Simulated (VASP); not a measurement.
# MoS2 (R3m) in VASP: single point with PBE+D3(BJ)

Aim: the single point of MoS2 with PBE+D3(BJ).

Program: VASP 6.6.1. These are calculated values, not measurements. Logs are shortened: lines on timing, memory, paths and dates and some standing lists are left out, and cuts for length are marked.

### Step 1. The cell of the first run

It takes space group R3m (No. 160, trigonal). The conventional cell has a = 3.096 Å, b = 3.096 Å, c = 17.668 Å, α = 90.00°, β = 90.00°, γ = 120.00°. Mo (site symmetry 3m) has 6 S at 2.36 Å and 6 Mo at 3.10 Å within 3.1 Å. Within 3.1 Å of S (site symmetry 3m) lie 3 Mo at 2.36 Å and 7 S at 3.07 to 3.10 Å. Within 3.1 Å of S (site symmetry 3m) lie 3 Mo at 2.36 Å and 7 S at 3.07 to 3.10 Å.

### Step 2. Single point, PBE+D3(BJ), collinear spin, ferromagnetic start

File INCAR:

```
PREC = Accurate
ENCUT = 500
EDIFF = 1E-6
ISMEAR = 0
SIGMA = 0.05
LREAL = F
LASPH = T
NELM = 200
ALGO = Normal
ISIF = 2
LWAVE = F
LCHARG = F
ISPIN = 2
MAGMOM = 0.2 0.2 0.2
LORBIT = 11
LMAXMIX = 4
GGA = PE
IVDW = 12
NBANDS = 24
GGA_COMPAT = F
```

File KPOINTS:

```
Automatic mesh
0
Gamma
  12 12 12
  0.5 0.5 0.5
```

File POSCAR:

```
MoS2
1.0
    1.5480176554      0.8937484100      5.8892478022
   -1.5480176554      0.8937484100      5.8892478022
    0.0000000000     -1.7874968201      5.8892478022
Mo S
1 2
Direct
    0.0000172156      0.0000172156      0.0000172156
    0.7535368444      0.7535368444      0.7535368444
    0.5797459400      0.5797459400      0.5797459400
```

Potentials or basis: VASP PAW PBE potentials, release 64 (Mo_sv, S).

Command:

```sh
$ cat potpaw_PBE.64/Mo_sv/POTCAR potpaw_PBE.64/S/POTCAR > POTCAR
$ mpirun -np 1 vasp_std > vasp.out
```

OUTCAR:

```text
PREC = Accurate
   ENCUT = 500
   EDIFF = 1E-6
   ISMEAR = 0
   LREAL = F
   LASPH = T
   NELM = 200
   ISIF = 2
   ISPIN = 2
   LORBIT = 11
   GGA = PE
   IVDW = 12
 IVDW          = 12

 ion  position               nearest neighbor table
   1  0.000  0.000  0.000-   2 2.36   2 2.36   2 2.36   3 2.36   3 2.36   3 2.36
   2  0.754  0.754  0.754-   1 2.36   1 2.36   1 2.36
   3  0.580  0.580  0.580-   1 2.36   1 2.36   1 2.36

  LATTYP: Found a trigonal (rhomboedric) cell.
 ALAT       =     6.1545417829
 COS(alpha) =     0.8734709154

  Lattice vectors:

 A1 = (   1.5480176554,   0.8937484100,   5.8892478022)
 A2 = (  -1.5480176554,   0.8937484100,   5.8892478022)
 A3 = (   0.0000000000,  -1.7874968201,   5.8892478022)

Analysis of symmetry for initial positions (statically):
=====================================================================
 Subroutine PRICEL returns:
 Original cell was already a primitive cell.

 Routine SETGRP: Setting up the symmetry group for a
 trigonal (rhombohedral) supercell.

 Subroutine GETGRP returns: Found  6 space group operations
 (whereof  6 operations were pure point group operations)
 out of a pool of 12 trial point group operations.

The static configuration has the point symmetry C_3v.

Analysis of symmetry for dynamics (positions and initial velocities):
=====================================================================
 Subroutine PRICEL returns:
 Original cell was already a primitive cell.

 Routine SETGRP: Setting up the symmetry group for a
 trigonal (rhombohedral) supercell.

 Subroutine GETGRP returns: Found  6 space group operations
 (whereof  6 operations were pure point group operations)
 out of a pool of 12 trial point group operations.

The dynamic configuration has the point symmetry C_3v.

Analysis of structural, dynamic, and magnetic symmetry:
=====================================================================
 Subroutine PRICEL returns:
 Original cell was already a primitive cell.

 Routine SETGRP: Setting up the symmetry group for a
 trigonal (rhombohedral) supercell.

 Subroutine GETGRP returns: Found  6 space group operations
 (whereof  6 operations were pure point group operations)
 out of a pool of 12 trial point group operations.

The overall configuration has the point symmetry C_3v.

 Subroutine INISYM returns: Found  6 space group operations
 (whereof  6 operations are pure point group operations),
 and found     1 'primitive' translations

----------------------------------------------------------------------------------------

                                     Primitive cell

  volume of cell :      48.8880

  direct lattice vectors                    reciprocal lattice vectors
     1.548017655  0.893748410  5.889247802     0.322993732  0.186480518  0.056600324
    -1.548017655  0.893748410  5.889247802    -0.322993732  0.186480518  0.056600324
     0.000000000 -1.787496820  5.889247802     0.000000000 -0.372961036  0.056600324

  length of vectors
     6.154541783  6.154541783  6.154541783     0.377231403  0.377231403  0.377231403

  position of ions in fractional coordinates (direct lattice)
     0.000017216  0.000017216  0.000017216
     0.753536844  0.753536844  0.753536844
     0.579745940  0.579745940  0.579745940

  ion indices of the primitive-cell ions
   primitive index   ion index
                 1           1
                 2           2
                 3           3

----------------------------------------------------------------------------------------

 KPOINTS: Automatic mesh

Automatic generation of k-mesh.
 Grid dimensions read from file:
 generate k-points for:   12   12   12

 Generating k-lattice:

  Cartesian coordinates                     Fractional coordinates (reciprocal lattice)
     0.026916144  0.015540043  0.004716694     0.083333333 -0.000000000 -0.000000000
    -0.026916144  0.015540043  0.004716694    -0.000000000  0.083333333 -0.000000000
     0.000000000 -0.031080086  0.004716694    -0.000000000 -0.000000000  0.083333333

  Length of vectors
     0.031435950  0.031435950  0.031435950

  Shift w.r.t. Gamma in fractional coordinates (k-lattice)
     0.500000000  0.500000000  0.500000000

 Subroutine IBZKPT returns following result:
 ===========================================

 Found    182 irreducible k-points:

 Following reciprocal coordinates:
            Coordinates               Weight
  0.041667  0.041667  0.041667      2.000000
  0.125000  0.041667  0.041667      6.000000
  0.208333  0.041667  0.041667      6.000000
  0.291667  0.041667  0.041667      6.000000
  0.375000  0.041667  0.041667      6.000000
  0.458333  0.041667  0.041667      6.000000
[... 16 lines left out ...]
 -0.041667  0.125000  0.041667     12.000000
  0.208333  0.208333  0.041667      6.000000
 [... further k-points ...]
   k-points           NKPTS =    182   k-points in BZ     NKDIM =    182   number of bands    NBANDS=     24
   number of dos      NEDOS =    301   number of ions     NIONS =      3
   total plane-waves  NPLWV = 110592
   dimension x,y,z NGX =    48 NGY =   48 NGZ =   48
   dimension x,y,z NGXF=    96 NGYF=   96 NGZF=   96
   ions per type =               1   2
   NGX,Y,Z   is equivalent  to a cutoff of  12.97, 12.97, 12.97 a.u.
   NGXF,Y,Z  is equivalent  to a cutoff of  25.93, 25.93, 25.93 a.u.
 SYSTEM =  unknown system
   PREC   = accura    normal or accurate (medium, high low for compatibility)
   ISTART =      0    job   : 0-new  1-cont  2-samecut
   ICHARG =      2    charge: 1-file 2-atom 10-const
   ISPIN  =      2    spin polarized calculation?
   LNONCOLLINEAR =      F non collinear calculations
   LSORBIT =      F    spin-orbit coupling
   LASPH  =      T    aspherical Exc in radial PAW
   ENCUT  =  500.0 eV  36.75 Ry    6.06 a.u.  11.22 11.22 11.22*2*pi/ulx,y,z
   NELM   =    200;   NELMIN=  2; NELMDL= -5     # of ELM steps
   EDIFF  = 0.1E-05   stopping-criterion for ELM
   LREAL  =      F    real-space projection
   EDIFFG = 0.1E-04   stopping-criterion for IOM
   NSW    =      0    number of steps for IOM
   IBRION =     -1    ionic relax: 0-MD 1-quasi-New 2-CG
   NFREE  =      0    steps in history (QN), initial steepest desc. (CG)
   ISIF   =      2    stress and relaxation
   ISYM   =      2    0-nonsym 1-usesym 2-fastsym
   POTIM  = 0.5000    time-step for ionic-motion
   TEBEG  =    0.0;   TEEND  =   0.0 temperature during run
   PSTRESS=    0.0 pullay stress
   NELECT =      26.0000    total number of electrons
   NUPDOWN=      -1.0000    fix difference up-down
   EMIN   =  10.00;   EMAX   =-10.00  energy-range for DOS
   EFERMI =   0.00;   METHOD = LEGACY
   ISMEAR =     0;   SIGMA  =   0.05  broadening in eV -4-tet -1-fermi 0-gaus
   EFERMI_NEDOS =   21; number of points for ismear=-14 and -15
   IALGO  =     38    algorithm
   IMIX   =      4    mixing-type and parameters
     AMIX     =   0.40;   BMIX     =  1.00
     AMIX_MAG =   1.60;   BMIX_MAG =  1.00
  volume/ion in A,a.u.               =      16.30       109.97
  Fermi-wavevector in a.u.,A,eV,Ry     =   1.326372  2.506479 23.936205  1.759261
  Thomas-Fermi vector in A             =   2.455763
   LORBIT       =     11    0 simple, 1 ext, 2 COOP (PROOUT), +10 PAW based schemes
   GGA     = PE    functional components
   LHFCALC =     F    Hartree Fock is set to
   AEXX    =    0.0000 exact exchange contribution
   IVDW    =    12    specifies the selected vdW correction
   LEPSILON=     F    determine dielectric tensor
   LRPA    =     F    only Hartree local field effects (RPA)
 spin polarized calculation
 Gauss-broadening in eV      SIGMA  =   0.05
  energy-cutoff  :      500.00
  volume of cell :       48.89
 maximum number of plane-waves:      1264
 NGX is ok and might be reduce to    48
   NGX = 23   NGY = 23   NGZ = 23

 number of electron      26.0000001 magnetization      -0.0004792

 number of electron      26.0000001 magnetization       0.0000334

 Free energy of the ion-electron system (eV)
  ---------------------------------------------------
  ext. energy  EPLUGINS =         0.00000000
  ---------------------------------------------------
  free energy    TOTEN  =       -21.61143185 eV

  energy without entropy =      -21.61143185  energy(sigma->0) =      -21.61143185

 E-fermi :   9.2886     XC(G=0): -11.3303

 val. band max:        8.9081776960   @ k =   0.4583   0.4583   0.4583
 cond. band min:       9.6831827556   @ k =  -0.1250   0.2083   0.0417
 fundamental gap:      0.7750050596
 Fermi energy:         9.2886280088

 spin component 1

 k-point     1 :       0.0417    0.0417    0.0417
  band No.  band energies     occupation
      1     -52.7269      1.00000
      2     -26.9513      1.00000
      3     -26.6401      1.00000
      4     -26.6401      1.00000
      5      -6.7296      1.00000
      6      -4.7435      1.00000
[... 16 lines left out ...]
     23      20.8658      0.00000
     24      20.8658      0.00000

 k-point     2 :       0.1250    0.0417    0.0417
  band No.  band energies     occupation
      1     -52.7232      1.00000
      2     -26.9443      1.00000
      3     -26.6751      1.00000
      4     -26.6479      1.00000
      5      -6.6036      1.00000
      6      -4.7249      1.00000
[... 16 lines left out ...]
     23      20.1579      0.00000
     24      20.7564      0.00000

 k-point     3 :       0.2083    0.0417    0.0417
  band No.  band energies     occupation
      1     -52.7132      1.00000
      2     -26.9250      1.00000
      3     -26.7697      1.00000
      4     -26.6693      1.00000
      5      -6.2563      1.00000
      6      -4.6436      1.00000
[... 16 lines left out ...]
     23      20.3236      0.00000
     24      20.8200      0.00000
[... 514 lines left out ...]
 k-point    23 :      -0.0417    0.1250    0.0417
  band No.  band energies     occupation
      1     -52.7163      1.00000
      2     -26.9311      1.00000
      3     -26.7381      1.00000
      4     -26.6643      1.00000
      5      -6.3854      1.00000
      6      -4.6399      1.00000
[... 16 lines left out ...]
     23      20.1587      0.00000
     24      20.4967      0.00000

 k-point    24 :       0.2083    0.2083    0.0417
  band No.  band energies     occupation
      1     -52.7132      1.00000
      2     -26.9251      1.00000
      3     -26.7697      1.00000
      4     -26.6693      1.00000
      5      -6.2197      1.00000
      6      -4.7085      1.00000
[... 16 lines left out ...]
     23      20.5525      0.00000
     24      21.4056      0.00000

 [... further k-points ...]

 spin component 2

 k-point     1 :       0.0417    0.0417    0.0417
  band No.  band energies     occupation
      1     -52.7269      1.00000
      2     -26.9513      1.00000
      3     -26.6401      1.00000
      4     -26.6401      1.00000
      5      -6.7296      1.00000
      6      -4.7435      1.00000
[... 16 lines left out ...]
     23      20.8658      0.00000
     24      20.8658      0.00000

 k-point     2 :       0.1250    0.0417    0.0417
  band No.  band energies     occupation
      1     -52.7232      1.00000
      2     -26.9443      1.00000
      3     -26.6751      1.00000
      4     -26.6479      1.00000
      5      -6.6036      1.00000
      6      -4.7249      1.00000
[... 16 lines left out ...]
     23      20.1579      0.00000
     24      20.7564      0.00000

 k-point     3 :       0.2083    0.0417    0.0417
  band No.  band energies     occupation
      1     -52.7131      1.00000
      2     -26.9250      1.00000
      3     -26.7697      1.00000
      4     -26.6692      1.00000
      5      -6.2563      1.00000
      6      -4.6436      1.00000
[... 16 lines left out ...]
     23      20.3236      0.00000
     24      20.8201      0.00000
[... 514 lines left out ...]
 k-point    23 :      -0.0417    0.1250    0.0417
  band No.  band energies     occupation
      1     -52.7163      1.00000
      2     -26.9311      1.00000
      3     -26.7381      1.00000
      4     -26.6643      1.00000
      5      -6.3854      1.00000
      6      -4.6399      1.00000
[... 16 lines left out ...]
     23      20.1587      0.00000
     24      20.4967      0.00000

 k-point    24 :       0.2083    0.2083    0.0417
  band No.  band energies     occupation
      1     -52.7131      1.00000
      2     -26.9251      1.00000
      3     -26.7697      1.00000
      4     -26.6692      1.00000
      5      -6.2197      1.00000
      6      -4.7085      1.00000
[... 16 lines left out ...]
     23      20.5525      0.00000
     24      21.4056      0.00000

 [... further k-points ...]

------------------------ aborting loop because EDIFF is reached ----------------------------------------

 Edisp (eV)   -1.39714

 E8    (eV) :    -0.5634

  FORCE on cell =-STRESS in cart. coord.  units (eV):
  Direction    XX          YY          ZZ          XY          YZ          ZX
  --------------------------------------------------------------------------------------
  -------------------------------------------------------------------------------------
  Total       2.80521     2.80521     3.10393     0.00000    -0.00000     0.00000
  in kB      91.93345    91.93345   101.72321     0.00000    -0.00000     0.00000
  external pressure =       95.20 kB  Pullay stress =        0.00 kB

 VOLUME and BASIS-vectors are now :
 -----------------------------------------------------------------------------
  energy-cutoff  :      500.00
  volume of cell :       48.89
      direct lattice vectors                 reciprocal lattice vectors
     1.548017655  0.893748410  5.889247802     0.322993732  0.186480518  0.056600324
    -1.548017655  0.893748410  5.889247802    -0.322993732  0.186480518  0.056600324
     0.000000000 -1.787496820  5.889247802     0.000000000 -0.372961036  0.056600324

 POSITION                                       TOTAL-FORCE (eV/Angst)
 -----------------------------------------------------------------------------------
      0.00000     -0.00000      0.00030         0.000000     -0.000000      0.000470
      0.00000     -0.00000     13.31330         0.000000     -0.000000      0.928269
      0.00000     -0.00000     10.24280         0.000000      0.000000     -0.928740
 -----------------------------------------------------------------------------------
    total drift:                               -0.000000      0.000000     -0.000037

  FREE ENERGIE OF THE ION-ELECTRON SYSTEM (eV)
  ---------------------------------------------------
  free  energy   TOTEN  =       -23.0085755913 eV

  energy  without entropy=      -23.0085755913  energy(sigma->0) =      -23.00857559

 total charge

# of ion       s       p       d       tot
------------------------------------------
    1        2.311   6.252   4.069  12.631
    2        1.367   2.372   0.000   3.739
    3        1.367   2.371   0.000   3.739
--------------------------------------------------
tot          5.045  10.995   4.069  20.108

 magnetization (x)

# of ion       s       p       d       tot
------------------------------------------
    1        0.000  -0.000  -0.000  -0.000
    2        0.000  -0.000   0.000  -0.000
    3        0.000  -0.000   0.000  -0.000
--------------------------------------------------
tot          0.000  -0.000  -0.000  -0.000
```

Wall time 26 min (1 thread of Intel Xeon Platinum 8259CL at 2.50GHz (Skylake/Cascade Lake), shared host); peak memory 0.6 GiB.

Results:

```yaml
Free_energy: -23.0086 eV
Pressure: 9.5 GPa
Largest_force: 0.929 eV/Å
Band_gap_on_the_k_mesh: 0.78 eV, indirect (least direct gap 1.91 eV)
Net_moment: 0.00 μB per cell
Valence_electrons_inside_the_program's_atomic_spheres: Mo 12.63; S 3.74
Dispersion_energy_per_atom: -0.466 eV
```

Forces on the atoms (eV/Å):
```
Mo   0.000  0.000  0.000
S    0.000  0.000  0.928
S    0.000  0.000 -0.929
```

Stress tensor (GPa, compression positive):
```
 9.19  0.00  0.00
 0.00  9.19  0.00
 0.00  0.00 10.17
```
